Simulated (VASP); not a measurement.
TmInO2, 4 atoms in the cell. It takes space group R-3m (No. 166, trigonal). Conventional cell: a = 3.376 Å, b = 3.376 Å, c = 20.294 Å, α = 90.00°, β = 90.00°, γ = 120.00°. Tm (site symmetry -3m) has 6 O at 2.24 Å within 3.0 Å. In (site symmetry -3m) has 2 O at 2.29 Å within 3.0 Å. Within 3.0 Å of O (site symmetry 3m) lie 3 Tm at 2.24 Å and 1 In at 2.29 Å and 3 O at 2.93 Å. 

* Program: VASP 6.6.1
* Task: single point
* Functional: PBE
* Potentials or basis: VASP PAW PBE potentials, release 64 (Tm_3, In_d, O), 4f in core
* Cutoff: 600 eV
* k mesh: 12 × 12 × 12
* Occupations: gaussian, width 0.1 eV
* Spin: no spin polarisation
* Dipole correction: no
* Further INCAR settings: ALGO = Normal; EDIFF = 1e-06; NBANDS = 25

Potentials or basis: VASP PAW PBE potentials, release 64 (Tm_3, In_d, O), 4f in core.

Run with:

```bash
$ cat potpaw_PBE.64/Tm_3/POTCAR potpaw_PBE.64/In_d/POTCAR potpaw_PBE.64/O/POTCAR > POTCAR
$ mpirun -np 1 vasp_std > vasp.out
```

Hardware: 1 thread of AMD EPYC 7R43 64-Core Processor (Zen 3), on a shared host.

**Question.** How long does it take, and how much memory?

**Answer.** Wall time 22 min on 1 thread of AMD EPYC 7R43 64-Core Processor (Zen 3) (shared host), peak memory 0.7 GiB. Counts: scf iterations 15, k points 189.
